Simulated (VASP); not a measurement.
The system is Ir.

```xyz
1
Lattice="0.0645 1.8374 1.7560 1.9418 0.0774 1.7431 2.1728 2.0554 -0.1536" Properties=species:S:1:pos:R:3 pbc="T T T"
Ir    0.0000    0.0000    0.0000
```

Base run:

- Program: VASP 6.6.1
- Functional: PBE
- Potentials or basis: VASP PAW PBE potentials, release 64 (Ir)
- Cutoff: 520 eV
- k mesh: 12 × 13 × 11
- Occupations: fermi-dirac, width 0.05 eV
- Spin: no spin polarisation

Its results: band gap on the k mesh zero (an odd number of electrons rules out a gap without spin polarisation); pressure 29.4 GPa.

**Question.** The run is repeated on the same cell with these changes: functional from PBE to r2SCAN; dispersion from none to D3(BJ). What comes out?

**Answer.** Band gap on the k mesh zero (an odd number of electrons rules out a gap without spin polarisation); pressure 20.3 GPa.

Several settings changed at once.

Caveats: the cell stands under pressure; spin-orbit coupling is left out, which moves the levels of the heavy elements; three body term missing (at least some runs); the PAW data sets were made with another functional, which shifts forces and pressure a little (at least some runs).
